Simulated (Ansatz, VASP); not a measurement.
# TePb in VASP and in Ansatz

Contents of POSCAR:

```
TePb
1.0
    0.0000000000      3.3331935858      3.3331935858
    3.3331935858      0.0000000000      3.3331935858
    3.3331935858      3.3331935858      0.0000000000
Pb Te
1 1
Direct
    0.0000000000      0.0000000000      0.0000000000
    0.5000000000      0.5000000000      0.5000000000
```

File INCAR.step1:

```
PREC = Accurate
ENCUT = 520
ISMEAR = 0
SIGMA = 0.01
LREAL = F
LASPH = T
NELM = 100
NBANDS = 17
GGA = PE
ALGO = Normal
EDIFF = 1E-4
LWAVE = T
LCHARG = F
```

INCAR.step2

```
PREC = Accurate
ENCUT = 520
EDIFF = 1E-6
ISMEAR = 0
SIGMA = 0.01
LREAL = F
LASPH = T
NELM = 100
ALGO = Normal
ISIF = 2
LWAVE = F
LCHARG = T
METAGGA = R2SCAN
LMIXTAU = T
LELF = T
LVHAR = T
NBANDS = 17
ISTART = 1
```

File KPOINTS:

```
regular mesh
0
Gamma
  8 8 8
```

Input for Ansatz:

```yaml
crystal:
  lattice:
    - [0.0, 3.3331935858, 3.3331935858]
    - [3.3331935858, 0.0, 3.3331935858]
    - [3.3331935858, 3.3331935858, 0.0]
  atoms:
    - { symbol: Pb, position: [0.0, 0.0, 0.0] }
    - { symbol: Te, position: [0.5, 0.5, 0.5] }
kpoints:
  mp_grid: { grid: [8, 8, 8] }
  band_path:
    path:
      - [0.0, 0.0, 0.0]
      - [0.5, 0.0, 0.5]
      - [0.625, 0.25, 0.625]
      - [0.375, 0.375, 0.75]
      - [0.5, 0.5, 0.5]
      - [0.5, 0.25, 0.75]
      - [0.0, 0.0, 0.5]
    npoints: 1
hamiltonian:
  xc: r2scan
scf:
  occupations: { method: fixed }
  n_extra_bands: 4
output:
  forces: true
  stress: true
  eigenvalues: true
```

Change from the starting cell: hydrostatic strain +2.0%.

Alike in both runs: task single point; functional r2SCAN; k mesh 8 × 8 × 8; no spin polarisation.

```csv
,VASP,Ansatz
version,VASP 6.6.1,Ansatz 0.2.0
potentials or method,"VASP PAW PBE potentials, release 64 (Pb_d, Te)","plane waves, PAW"
plane-wave cutoff (eV),520,500
occupations,"gaussian, width 0.01 eV",fixed
valence electrons in the cell,20,30
```

```tsv
	VASP	Ansatz	Ansatz less VASP
gap on the k mesh at the Fermi level (eV)	1.20	1.20	-0.003
pressure (GPa)	-2.2	-2.2	+0.02
```

VASP's potentials were made for PBE, not for r2SCAN. VASP's potentials hold 20 valence electrons a cell and Ansatz's 30, so a difference there can come from the potentials and not from the codes.

Spin-orbit coupling is off throughout.
